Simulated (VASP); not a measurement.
A run of VASP 6.6.1 is set up as follows.

Contents of POSCAR:

```
NaI
1.0
    3.9714433582      0.0000000000      0.0000000000
    0.0000000000      3.9714433582      0.0000000000
    0.0000000000      0.0000000000      4.0405365329
Na I
1 1
Direct
    0.0000000000      0.0000000000      0.0000000000
    0.5000000000      0.5000000000      0.5000000000
```

The input INCAR.step1:

```
SYSTEM = NaI
  PREC = Accurate
  ENCUT = 520
  ISMEAR = 0
  SIGMA = 0.01
  LREAL = .FALSE.
  LASPH = .TRUE.
  NELM = 80
  NBANDS = 14
  GGA = PE
  ALGO = Normal
  EDIFF = 1E-4
  LWAVE = .TRUE.
  LCHARG = .FALSE.
```

INCAR.step2

```
SYSTEM = NaI
  PREC = Accurate
  ENCUT = 520
  EDIFF = 1E-7
  ISMEAR = 0
  SIGMA = 0.01
  LREAL = .FALSE.
  LASPH = .TRUE.
  NELM = 80
  ALGO = Normal
  ISIF = 2
  LWAVE = .FALSE.
  LCHARG = .TRUE.
  METAGGA = R2SCAN
  LMIXTAU = .TRUE.
  LELF = .TRUE.
  LVHAR = .TRUE.
  NBANDS = 14
  ISTART = 1
```

The input KPOINTS:

```
Automatic mesh
0
G
  6 6 6
  0 0 0
```

Potentials or basis: VASP PAW PBE potentials, release 64 (Na_pv, I).

Launch:

```bash
$ cat potpaw_PBE.64/Na_pv/POTCAR potpaw_PBE.64/I/POTCAR > POTCAR
$ cp INCAR.step1 INCAR
$ mpirun -np 1 vasp_std > vasp.out
$ cp INCAR.step2 INCAR
$ mpirun -np 1 vasp_std > vasp.out
```

**Question.** What does it give for the pressure?

**Answer.** 0.6 GPa.

**Question.** Predict the band gap on the k mesh.

**Answer.** 3.09 eV (least direct gap 3.22 eV).

Stress tensor (GPa, compression positive):
```
 0.92  0.00  0.00
 0.00  0.92  0.00
 0.00  0.00 -0.05
```

Caveat: the cell differs from its parent crystal (biaxial xy strain -1.7%); the PAW data sets were made with another functional, which shifts forces and pressure a little; spin-orbit coupling is left out, which moves the levels of the heavy elements. A k mesh can miss the band edges.
